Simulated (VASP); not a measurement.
# H21O10F in VASP: single point with PBE+D3(BJ)

Aim: the single point of H21O10F with PBE+D3(BJ).

Everything below comes from runs of VASP 6.6.1. Logs are shortened: lines on timing, memory, paths and dates and some standing lists are left out, and cuts for length are marked.

## 1. The cell of the first run

The cell holds a disordered packing, 32 atoms: a = 6.938 Å, b = 6.938 Å, c = 6.938 Å, α = 90.00°, β = 90.00°, γ = 90.00°.

## 2. Single point, PBE+D3(BJ)

The input, INCAR:

```
PREC = Accurate
ENCUT = 1010
EDIFF = 1E-6
ISMEAR = -1
SIGMA = 0.05
LREAL = Auto
LASPH = T
NELM = 120
ALGO = Normal
ISIF = 2
LWAVE = F
LCHARG = T
GGA = PE
IVDW = 12
LELF = T
LVHAR = T
NBANDS = 66
GGA_COMPAT = F
```

The input, KPOINTS:

```
regular mesh
0
Gamma
  1 1 1
```

The input, POSCAR:

```
H21O10F
1.0
    6.9382320000      0.0000000000      0.0000000000
    0.0000000000      6.9382320000      0.0000000000
    0.0000000000      0.0000000000      6.9382320000
O H F
10 21 1
Direct
    0.0585930395     -0.0573018695      0.1837212666
    0.5262628797      0.3296327327      0.3617847630
    0.3020115299      0.1154308062      0.6442825985
    0.2639037611      0.4639756525      0.0994207027
    0.0118111887      0.2207493581      0.9131540773
    0.8916836893      0.8373768165      0.5876011254
    0.9701294727      0.5435347479      0.3346208476
    0.4910566175      0.5797226590      0.6983095459
    0.5694222880      0.0784720203      0.9894287387
    0.3659417181      0.8255234193      0.3858812253
    0.0474156439      0.0427226357      0.0806095417
   -0.0371823093     -0.1548752041      0.1530553039
    0.4361049307      0.3803675669      0.2616748326
    0.5881247730      0.2221336131      0.2953984990
    0.3532889548      0.2127961104      0.5534222065
    0.3261014055     -0.0015797821      0.5650171312
    0.3139356188      0.5580133321      0.0081897664
    0.1658276339      0.5283239334      0.1826130966
    0.0951946067      0.3188055697      0.9769726174
    0.0874750073      0.1879694457      0.7968644065
    0.8782900516      0.7968573207      0.7226726754
    0.9878047556      0.9395551836      0.5855367778
    0.9421049950      0.6443043368      0.4322573114
    0.8454026531      0.4972438789      0.2899991670
    0.5292623485      0.4720831029      0.6150038721
    0.4442003492      0.6761428844      0.6049686289
    0.6947568405      0.1153586736      0.9374671292
    0.4801210895      0.0959832772      0.8808402179
    0.4755158440      0.8542630470      0.3033048740
    0.2513045051      0.8625572930      0.3047380749
    0.6521098559      0.6355430678      0.8310292667
    0.7616267622      0.6664779701      0.9186050119
```

Potentials or basis: VASP PAW PBE potentials, release 64 (O_h, H_h, F_h).

Command:

```console
> cat potpaw_PBE.64/O_h/POTCAR potpaw_PBE.64/H_h/POTCAR potpaw_PBE.64/F_h/POTCAR > POTCAR
> mpirun -np 1 vasp_gam > vasp.out
```

OUTCAR:

```text
PREC = Accurate
   ENCUT = 1010
   EDIFF = 1E-6
   ISMEAR = -1
   LREAL = Auto
   LASPH = T
   NELM = 120
   ISIF = 2
   GGA = PE
   IVDW = 12
 IVDW          = 12

 ion  position               nearest neighbor table
   1  0.059  0.943  0.184-  12 0.97  11 1.00
   2  0.526  0.330  0.362-  14 0.98  13 1.00
   3  0.302  0.115  0.644-  15 0.99  16 0.99
   4  0.264  0.464  0.099-  17 0.97  18 1.00
   5  0.012  0.221  0.913-  20 0.99  19 1.00
   6  0.892  0.837  0.588-  22 0.97  21 0.98
   7  0.970  0.544  0.335-  24 0.97  23 0.99
   8  0.491  0.580  0.698-  25 0.98  26 0.99
   9  0.569  0.078  0.989-  27 0.98  28 0.98
  10  0.366  0.826  0.386-  29 0.97  30 1.01
  11  0.047  0.043  0.081-   1 1.00
  12  0.963  0.845  0.153-   1 0.97
  13  0.436  0.380  0.262-   2 1.00
  14  0.588  0.222  0.295-   2 0.98
  15  0.353  0.213  0.553-   3 0.99
  16  0.326  0.998  0.565-   3 0.99
[... 14 lines left out ...]
  31  0.652  0.636  0.831-  32 1.00
  32  0.762  0.666  0.919-  31 1.00

  LATTYP: Found a simple cubic cell.
 ALAT       =     6.9382320000

  Lattice vectors:

 A1 = (   6.9382320000,   0.0000000000,   0.0000000000)
 A2 = (   0.0000000000,   6.9382320000,   0.0000000000)
 A3 = (   0.0000000000,   0.0000000000,   6.9382320000)

Analysis of symmetry for initial positions (statically):
=====================================================================
 Subroutine PRICEL returns:
 Original cell was already a primitive cell.

 Routine SETGRP: Setting up the symmetry group for a
 simple cubic supercell.

 Subroutine GETGRP returns: Found  1 space group operations
 (whereof  1 operations were pure point group operations)
 out of a pool of 48 trial point group operations.

The static configuration has the point symmetry C_1 .

Analysis of symmetry for dynamics (positions and initial velocities):
=====================================================================
 Subroutine PRICEL returns:
 Original cell was already a primitive cell.

 Routine SETGRP: Setting up the symmetry group for a
 simple cubic supercell.

 Subroutine GETGRP returns: Found  1 space group operations
 (whereof  1 operations were pure point group operations)
 out of a pool of 48 trial point group operations.

The dynamic configuration has the point symmetry C_1 .

 Subroutine INISYM returns: Found  1 space group operations
 (whereof  1 operations are pure point group operations),
 and found     1 'primitive' translations

----------------------------------------------------------------------------------------

                                     Primitive cell

  volume of cell :     334.0000

  direct lattice vectors                    reciprocal lattice vectors
     6.938232000  0.000000000  0.000000000     0.144128937  0.000000000  0.000000000
     0.000000000  6.938232000  0.000000000     0.000000000  0.144128937  0.000000000
     0.000000000  0.000000000  6.938232000     0.000000000  0.000000000  0.144128937

  length of vectors
     6.938232000  6.938232000  6.938232000     0.144128937  0.144128937  0.144128937

  position of ions in fractional coordinates (direct lattice)
     0.058593040  0.942698130  0.183721267
     0.526262880  0.329632733  0.361784763
     0.302011530  0.115430806  0.644282598
     0.263903761  0.463975652  0.099420703
     0.011811189  0.220749358  0.913154077
     0.891683689  0.837376816  0.587601125
[... 24 lines left out ...]
     0.652109856  0.635543068  0.831029267
     0.761626762  0.666477970  0.918605012

  ion indices of the primitive-cell ions
   primitive index   ion index
                 1           1
                 2           2
                 3           3
                 4           4
                 5           5
                 6           6
[... 24 lines left out ...]
                31          31
                32          32

----------------------------------------------------------------------------------------

 KPOINTS: regular mesh

Automatic generation of k-mesh.
 Grid dimensions read from file:
 generate k-points for:    1    1    1

 Generating k-lattice:

  Cartesian coordinates                     Fractional coordinates (reciprocal lattice)
     0.144128937  0.000000000  0.000000000     1.000000000  0.000000000  0.000000000
     0.000000000  0.144128937  0.000000000     0.000000000  1.000000000  0.000000000
     0.000000000  0.000000000  0.144128937     0.000000000  0.000000000  1.000000000

  Length of vectors
     0.144128937  0.144128937  0.144128937

  Shift w.r.t. Gamma in fractional coordinates (k-lattice)
     0.000000000  0.000000000  0.000000000

 Subroutine IBZKPT returns following result:
 ===========================================

 Found      1 irreducible k-points:

 Following reciprocal coordinates:
            Coordinates               Weight
  0.000000  0.000000  0.000000      1.000000
   k-points           NKPTS =      1   k-points in BZ     NKDIM =      1   number of bands    NBANDS=     66
   number of dos      NEDOS =    301   number of ions     NIONS =     32
   total plane-waves  NPLWV = 373248
   dimension x,y,z NGX =    72 NGY =   72 NGZ =   72
   dimension x,y,z NGXF=   144 NGYF=  144 NGZF=  144
   ions per type =              10  21   1
   NGX,Y,Z   is equivalent  to a cutoff of  17.25, 17.25, 17.25 a.u.
   NGXF,Y,Z  is equivalent  to a cutoff of  34.50, 34.50, 34.50 a.u.
 SYSTEM =  unknown system
   PREC   = accura    normal or accurate (medium, high low for compatibility)
   ISTART =      0    job   : 0-new  1-cont  2-samecut
   ICHARG =      2    charge: 1-file 2-atom 10-const
   ISPIN  =      1    spin polarized calculation?
   LNONCOLLINEAR =      F non collinear calculations
   LSORBIT =      F    spin-orbit coupling
   LASPH  =      T    aspherical Exc in radial PAW
   ENCUT  = 1010.0 eV  74.23 Ry    8.62 a.u.  17.98 17.98 17.98*2*pi/ulx,y,z
   NELM   =    120;   NELMIN=  2; NELMDL= -5     # of ELM steps
   EDIFF  = 0.1E-05   stopping-criterion for ELM
   LREAL  =      T    real-space projection
   EDIFFG = 0.1E-04   stopping-criterion for IOM
   NSW    =      0    number of steps for IOM
   IBRION =     -1    ionic relax: 0-MD 1-quasi-New 2-CG
   NFREE  =      0    steps in history (QN), initial steepest desc. (CG)
   ISIF   =      2    stress and relaxation
   ISYM   =      2    0-nonsym 1-usesym 2-fastsym
   POTIM  = 0.5000    time-step for ionic-motion
   TEBEG  =    0.0;   TEEND  =   0.0 temperature during run
   PSTRESS=    0.0 pullay stress
   NELECT =      88.0000    total number of electrons
   NUPDOWN=      -1.0000    fix difference up-down
   EMIN   =  10.00;   EMAX   =-10.00  energy-range for DOS
   EFERMI =   0.00;   METHOD = LEGACY
   ISMEAR =    -1;   SIGMA  =   0.05  broadening in eV -4-tet -1-fermi 0-gaus
   EFERMI_NEDOS =   21; number of points for ismear=-14 and -15
   IALGO  =     38    algorithm
   IMIX   =      4    mixing-type and parameters
     AMIX     =   0.40;   BMIX     =  1.00
     AMIX_MAG =   1.60;   BMIX_MAG =  1.00
  volume/ion in A,a.u.               =      10.44        70.44
  Fermi-wavevector in a.u.,A,eV,Ry     =   1.049511  1.983288 14.986448  1.101473
  Thomas-Fermi vector in A             =   2.184476
   LORBIT       =      0    0 simple, 1 ext, 2 COOP (PROOUT), +10 PAW based schemes
   GGA     = PE    functional components
   LHFCALC =     F    Hartree Fock is set to
   AEXX    =    0.0000 exact exchange contribution
   IVDW    =    12    specifies the selected vdW correction
   LEPSILON=     F    determine dielectric tensor
   LRPA    =     F    only Hartree local field effects (RPA)
 non-spin polarized calculation
  energy-cutoff  :     1010.00
  volume of cell :      334.00
 maximum number of plane-waves:     12152
 NGX is ok and might be reduce to    70
   NGX = 35   NGY = 35   NGZ = 35

 number of electron      88.0000002 magnetization

 Free energy of the ion-electron system (eV)
  ---------------------------------------------------
  ext. energy  EPLUGINS =         0.00000000
  ---------------------------------------------------
  free energy    TOTEN  =      -155.54988011 eV

  energy without entropy =     -155.54988011  energy(sigma->0) =     -155.54988011

 E-fermi :  -2.3146     XC(G=0):  -6.6999

 val. band max:       -3.5492338141   @ k =   0.0000   0.0000   0.0000
 cond. band min:       1.1200922923   @ k =   0.0000   0.0000   0.0000
 fundamental gap:      4.6693261064
 Fermi energy:        -2.3145610783

 k-point     1 :       0.0000    0.0000    0.0000
  band No.  band energies     occupation
      1     -25.6372      2.00000
      2     -22.7012      2.00000
      3     -22.4325      2.00000
      4     -22.2946      2.00000
      5     -22.0864      2.00000
      6     -21.9510      2.00000
[... 48 lines left out ...]
     55       6.4014      0.00000
     56       6.7677      0.00000
 [bands above 56 left out]

------------------------ aborting loop because EDIFF is reached ----------------------------------------

 Edisp (eV)   -1.02108

 E8    (eV) :    -0.2075

  FORCE on cell =-STRESS in cart. coord.  units (eV):
  Direction    XX          YY          ZZ          XY          YZ          ZX
  --------------------------------------------------------------------------------------
  -------------------------------------------------------------------------------------
  Total      -2.50161     0.52698    -3.60073    -0.18511     0.53401    -0.50600
  in kB     -12.00008     2.52790   -17.27247    -0.88796     2.56162    -2.42723
  external pressure =       -8.91 kB  Pullay stress =        0.00 kB

 VOLUME and BASIS-vectors are now :
 -----------------------------------------------------------------------------
  energy-cutoff  :     1010.00
  volume of cell :      334.00
      direct lattice vectors                 reciprocal lattice vectors
     6.938232000  0.000000000  0.000000000     0.144128937  0.000000000  0.000000000
     0.000000000  6.938232000  0.000000000     0.000000000  0.144128937  0.000000000
     0.000000000  0.000000000  6.938232000     0.000000000  0.000000000  0.144128937

 POSITION                                       TOTAL-FORCE (eV/Angst)
 -----------------------------------------------------------------------------------
      0.40653      6.54066      1.27470         0.015914     -0.087841     -0.010250
      3.65133      2.28707      2.51015         0.004621      0.008769     -0.021721
      2.09543      0.80089      4.47018         0.128787      0.074601     -0.262961
      1.83103      3.21917      0.68980        -0.012264      0.064422     -0.018763
      0.08195      1.53161      6.33567         0.174728     -0.060487     -0.164232
      6.18671      5.80991      4.07691         0.096460      0.029320      0.072452
[... 24 lines left out ...]
      4.52449      4.40955      5.76587        -0.056514     -0.036104     -0.040117
      5.28434      4.62418      6.37349         0.045287      0.018365      0.005144
 -----------------------------------------------------------------------------------
    total drift:                               -0.007231     -0.000348      0.005885

  FREE ENERGIE OF THE ION-ELECTRON SYSTEM (eV)
  ---------------------------------------------------
  free  energy   TOTEN  =      -156.5709561264 eV

  energy  without entropy=     -156.5709561264  energy(sigma->0) =     -156.57095613
```

It took 2.2 min on 1 thread of Intel Xeon Platinum 8124M at 3.00GHz (Skylake/Cascade Lake), shared host; peak memory 0.71 GiB.

Results:

```
Free energy                : -156.5710 eV
Pressure                   : -0.9 GPa
Largest force              : 0.302 eV/Å
Band gap on the k mesh     : 4.67 eV
Dispersion energy per atom : -0.032 eV
```

Forces in eV/Å, atoms in the order of the input:
```
O    0.016 -0.088 -0.010
O    0.005  0.009 -0.022
O    0.129  0.075 -0.263
O   -0.012  0.064 -0.019
O    0.175 -0.060 -0.164
O    0.096  0.029  0.072
O   -0.098  0.028 -0.053
O   -0.015  0.033  0.014
O    0.045  0.073 -0.033
O   -0.024  0.011 -0.047
H    0.018  0.009 -0.012
H    0.035 -0.042  0.027
H    0.034  0.013  0.064
H   -0.086  0.060 -0.007
H   -0.092 -0.031  0.206
H   -0.009 -0.015  0.093
H   -0.039 -0.025  0.019
H   -0.070 -0.040  0.023
H   -0.123 -0.131 -0.112
H   -0.017  0.031  0.257
H   -0.048 -0.002 -0.073
H   -0.070 -0.038 -0.066
H    0.009  0.029  0.013
H    0.048  0.012  0.066
H    0.012 -0.001 -0.088
H    0.029 -0.013 -0.022
H   -0.006  0.010  0.065
H    0.029 -0.008  0.094
H    0.038  0.022  0.010
H    0.004  0.002  0.003
H   -0.057 -0.036 -0.040
F    0.045  0.018  0.005
```

Stress tensor (GPa, compression positive):
```
-1.20 -0.09 -0.24
-0.09  0.25  0.26
-0.24  0.26 -1.73
```

Levels at points of the mesh, in eV from the valence-band top:
| k point | band 41 | band 42 | band 43 | band 44 | band 45 | band 46 | band 47 | band 48 |
| --- | --- | --- | --- | --- | --- | --- | --- | --- |
| (0.00, 0.00, 0.00) | -0.47 | -0.32 | -0.21 | 0.00 | 4.67 | 7.69 | 7.79 | 8.07 |

Caveat: the k points lie up to 0.91 Å⁻¹ apart, too coarse for converged energies, forces and pressures.
